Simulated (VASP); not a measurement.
Input of a VASP 6.6.1 run:

The input INCAR:

```
ALGO = Normal
EDIFF = 1E-6
ENCUT = 520
ISIF = 2
ISMEAR = -1
LASPH = True
LCHARG = False
LREAL = False
LWAVE = False
NBANDS = 18
NELM = 100
PREC = Accurate
SIGMA = 0.05
```

KPOINTS

```
k-points
0
Gamma
  8 8 6
```

The input POSCAR:

```
As
1.0
    1.8607934009     -5.6078705233      0.0000000000
    1.8607934009      5.6078705233      0.0000000000
    0.0000000000      0.0000000000      4.5576693162
As
4
Direct
    0.3900000000      0.6100000000      0.5600000000
    0.8900000000      0.1100000000      0.9400000000
    0.6100000000      0.3900000000      0.4400000000
    0.1100000000      0.8900000000      0.0600000000
```

Potentials or basis: VASP PAW LDA potentials, release 64 (As).

Run with:

```sh
$ cat potpaw_LDA.64/As/POTCAR > POTCAR
$ mpirun -np 1 vasp_std > vasp.out
```

**Question.** Estimate the pressure.

**Answer.** -5.0 GPa.

**Question.** What does it give for the largest force?

**Answer.** 0.512 eV/Å.

Stress tensor (GPa, compression positive):
```
-4.55  0.00  0.00
 0.00 -4.81  0.00
 0.00  0.00 -5.67
```

Caveat: the cell stands under tension.
